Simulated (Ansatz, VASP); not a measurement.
# Two plane-wave programs on Sn

File INCAR:

```
SYSTEM = Sn
PREC = Accurate
ENCUT = 520
EDIFF = 1E-7
ISMEAR = 1
SIGMA = 0.01
LREAL = .False.
LASPH = .True.
NELM = 80
ALGO = Normal
ISIF = 2
LWAVE = .False.
LCHARG = .True.
GGA = CA
LELF = .True.
LVHAR = .True.
NBANDS = 21
```

KPOINTS

```
regular mesh
0
Gamma
  9 9 9
  0 0 0
```

The input POSCAR:

```
Sn
1.0
    0.0000000000      3.2380799619      3.2380799619
    3.2380799619      0.0000000000      3.2380799619
    3.2380799619      3.2380799619      0.0000000000
Sn
2
Direct
    0.5000000000      0.5000000000      0.5000000000
    0.7500000000      0.7500000000      0.7500000000
```

Input for Ansatz:

```yaml
crystal:
  lattice:
    - [0.0, 3.2380799619, 3.2380799619]
    - [3.2380799619, 0.0, 3.2380799619]
    - [3.2380799619, 3.2380799619, 0.0]
  atoms:
    - { symbol: Sn, position: [0.5, 0.5, 0.5] }
    - { symbol: Sn, position: [0.75, 0.75, 0.75] }
hamiltonian:
  xc: lda
  pseudopotentials:
    kind: paw
    azcp:
      Sn: "pseudopotentials/Sn.paw.azcp"
basis:
  ecutwfc: 420
  fft_grid_basis: typed
kpoints:
  mp_grid: { grid: [9, 9, 9], shift: [0, 0, 0] }
magnetization:
  spin_polarized: false
scf:
  occupations: { method: cold, width: 0.01 }
  lower_state_search: "off"
output:
  stress: true
```

Alike in both runs: task single point; functional LDA; k mesh 9 × 9 × 9; no spin polarisation.

```csv
,VASP,Ansatz
version,VASP 6.6.1,Ansatz 0.2.0
potentials or method,"VASP PAW LDA potentials, release 64 (Sn_d), cutoff 520 eV","plane waves (420 eV) with PAW, scalar-relativistic"
occupations,"methfessel-paxton of order 1, width 0.01 eV","cold, width 0.01 eV"
valence electrons in the cell,28,28
```

```csv
,VASP,Ansatz,Ansatz less VASP
pressure (GPa),-0.1,-0.1,0.00
```

Ansatz warns that its potentials were made for another functional, while VASP's fit it. LDA's correlation is that of Perdew and Zunger in VASP and of Perdew and Wang (1992) in Ansatz.
